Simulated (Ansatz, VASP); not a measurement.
One calculation of Rb, two programs

```
Rb
1.0
     5.20820    0.00000    0.00000
    -2.60410    4.51043    0.00000
     0.00000    0.00000    8.58760
Rb
2
Direct
  0.33333 0.66667 0.25000
  0.66667 0.33333 0.75000
```

Alike in both runs: functional RPBE; k mesh 7 × 7 × 4; occupations fermi-dirac, width 0.1 eV; no spin polarisation.

Ansatz relaxed the structure, and its values are those at the end. VASP's run is a single point on that final structure, the one shown.

|  | VASP | Ansatz |
| --- | --- | --- |
| version | VASP 6.6.1 | Ansatz 0.2.0 |
| potentials or method | VASP PAW PBE potentials, release 64 (Rb_sv), cutoff 520 eV | plane waves (420 eV) with PAW, scalar-relativistic |
| valence electrons in the cell | 18 | 18 |

|  | VASP | Ansatz | Ansatz less VASP |
| --- | --- | --- | --- |
| pressure (GPa) | 0.0 | 0.0 | 0.00 |

VASP's potentials were made for PBE, not for RPBE. With one functional, cell and mesh, what is left measures potentials, basis and numerics.
